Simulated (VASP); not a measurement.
## ScAl3: single point with PBE

The system is ScAl3.

```xyz
4
Lattice="-2.0934 2.0934 4.2022 2.0934 -2.0934 4.2022 2.0934 2.0934 -4.2022" Properties=species:S:1:pos:R:3 pbc="T T T"
Sc    0.0000    0.0000    0.0000
Al    0.0000    2.0934    2.1011
Al    2.0934    0.0000    2.1011
Al    0.0000    0.0000    4.2022
```

This cell differs from its parent crystal: strained.

```
Program                : VASP 6.6.1
Task                   : single point
Functional             : PBE
Potentials or basis    : VASP PAW PBE potentials, release 64 (Sc_sv, Al)
Cutoff                 : 520 eV
k mesh                 : 14 × 14 × 14
Occupations            : gaussian, width 0.1 eV
Spin                   : no spin polarisation
Dipole correction      : no
Further INCAR settings : ALGO = Normal; EDIFF = 1e-06; NBANDS = 18
```

* Pressure: -2.5 GPa
* Band gap on the k mesh: zero (bands 10 and 11 overlap by 1.76 eV)

Stress tensor (GPa, compression positive):
```
-5.52  0.00  0.00
 0.00 -5.52  0.00
 0.00  0.00  3.51
```

Levels at points of the mesh, in eV from the Fermi level:
```csv
k point,band 8,band 9,band 10,band 11,band 12,band 13
"(0.00, 0.00, 0.00)",-1.37,-1.37,-1.14,0.73,1.08,1.08
"(0.50, 0.00, 0.00)",-2.56,-1.11,0.40,0.86,1.29,1.85
"(0.50, 0.50, 0.00)",-3.41,-2.66,-1.79,-0.34,2.10,2.49
"(0.50, 0.50, 0.50)",-1.51,-1.51,0.00,1.28,1.28,1.68
```

Wall time 2.7 min on 1 thread of Intel(R) Xeon(R) 6975P-C (Granite Rapids), with other jobs on the host, peak memory 0.46 GiB.

Caveat: the cell differs from its parent crystal (strained); the stress differs along the axes, from -6 to 4 GPa.
